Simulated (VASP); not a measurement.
Ag: electric field gradients with LDA

The system is Ag.

```
Ag
1.0
     2.87019    0.00000    0.00000
    -1.43509    2.48565    0.00000
     0.00000    0.00000    4.69222
Ag
2
Direct
  0.33333 0.66667 0.25000
  0.66667 0.33333 0.75000
```

This isn't the form of Ag at room conditions, which is fcc.

| Item | Value |
| --- | --- |
| Program | VASP 6.6.1 |
| Task | electric field gradients |
| Functional | LDA |
| Potentials or basis | VASP PAW LDA potentials, release 64 (Ag) |
| Cutoff | 520 eV |
| k mesh | 14 × 14 × 8 |
| Occupations | fermi-dirac, width 0.05 eV |
| Spin | no spin polarisation |
| Dipole correction | no |
| Further INCAR settings | ALGO = Normal; EDIFF = 1e-08; NBANDS = 18 |

```
Pressure                                : -4.9 GPa
Band gap on the k mesh                  : zero (bands 11 and 12 overlap by 7.09 eV)
Largest electric field gradient by atom : Ag +3.5 V/Å²
```

Stress tensor (GPa, compression positive):
```
-4.80  0.00  0.00
 0.00 -4.80  0.00
 0.00  0.00 -5.07
```

Levels at points of the mesh, in eV from the Fermi level:
| k point | band 7 | band 8 | band 9 | band 10 | band 11 | band 12 | band 13 | band 14 | band 15 | band 16 |
| --- | --- | --- | --- | --- | --- | --- | --- | --- | --- | --- |
| (0.00, 0.00, 0.00) | -4.43 | -4.06 | -4.06 | -3.00 | -3.00 | -0.43 | 3.71 | 15.80 | 17.68 | 18.03 |
| (0.50, 0.00, 0.00) | -3.78 | -2.85 | -2.80 | -2.71 | 0.16 | 1.64 | 6.96 | 7.24 | 9.54 | 10.67 |
| (0.00, 0.00, 0.50) | -4.56 | -4.56 | -3.33 | -3.33 | -3.33 | -3.33 | 11.31 | 11.31 | 16.14 | 16.14 |
| (0.50, 0.00, 0.50) | -3.06 | -3.06 | -2.76 | -2.76 | 0.76 | 0.76 | 4.73 | 4.73 | 13.75 | 13.75 |

Electric field gradients, principal values (V/Å²):
| atom | least | middle | greatest (by size) |
| --- | --- | --- | --- |
| 1 Ag | -1.773 | -1.773 | 3.546 |
| 2 Ag | -1.773 | -1.773 | 3.546 |

It took 68 s on 1 thread of Intel Xeon 8259CL, on a shared host, peak memory 0.18 GiB.

Caveat: the cell stands under tension; without QUAD_EFG the Cq values of the log hold for a quadrupole moment of 1 mb, not for the nuclei.
